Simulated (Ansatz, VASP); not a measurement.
One calculation of La3In, two programs

```
La In
1.0
     5.08540   -0.02543   -0.02543
    -0.02543    5.08540   -0.02543
    -0.02543   -0.02543    5.08540
La In
3 1
Direct
  0.00000 0.50000 0.50000
  0.50000 0.00000 0.50000
  0.50000 0.50000 0.00000
  0.00000 0.00000 0.00000
```

Change from the starting cell: equal xy, yz and zx shear strains of -1 %.

Alike in both runs: task single point; functional PBEsol; k mesh 7 × 7 × 7; occupations fermi-dirac, width 0.05 eV; no spin polarisation.

```csv
,VASP,Ansatz
version,VASP 6.6.1,Ansatz 0.2.0
potentials or method,"VASP PAW PBE potentials, release 64 (La, In_d), cutoff 520 eV","all-electron LAPW, scalar-relativistic"
```

```tsv
	VASP	Ansatz	Ansatz less VASP
pressure (GPa)	-2.6	-2.6	+0.02
traceless stress, the component that is largest in VASP (GPa)	0.21	0.20	0.000
```

VASP's potentials were made for PBE, not for PBEsol. Ansatz ran all-electron here, and VASP with PAW potentials.

Neither program's run includes spin-orbit coupling.
